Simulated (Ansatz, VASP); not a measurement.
# Two plane-wave programs on TePb4Se3

```xyz
8
Lattice="6.2428 0.0000 0.0000 0.0000 6.2428 0.0000 0.0000 0.0000 6.2428" Properties=species:S:1:pos:R:3 pbc="T T T"
Te    3.1214    3.1214    3.1214
Pb    0.0000    0.0000    0.0000
Pb    3.1214    0.0000    3.1214
Pb    0.0000    3.1214    3.1214
Pb    3.1214    3.1214    0.0000
Se    0.0000    3.1214    0.0000
Se    3.1214    0.0000    0.0000
Se    0.0000    0.0000    3.1214
```

Alike in both runs: task single point; functional PBE; k mesh 4 × 4 × 4; occupations gaussian, width 0.1 eV; no spin polarisation.

|  | VASP | Ansatz |
| --- | --- | --- |
| version | VASP 6.6.1 | Ansatz 0.2.0 |
| potentials or method | VASP PAW PBE potentials, release 64 (Te, Pb_d, Se), cutoff 520 eV | scalar-relativistic, plane waves, PAW |
| valence electrons in the cell | 80 | 120 |

```tsv
	VASP	Ansatz	Ansatz less VASP
gap on the k mesh at the Fermi level (eV)	0.19	0.19	-0.004
least direct gap on the mesh (eV)	0.19	0.19	-0.004
pressure (GPa)	1.7	1.7	+0.02
```

VASP's potentials hold 80 valence electrons a cell and Ansatz's 120, so a difference there can come from the potentials and not from the codes.

Spin-orbit coupling is off throughout.
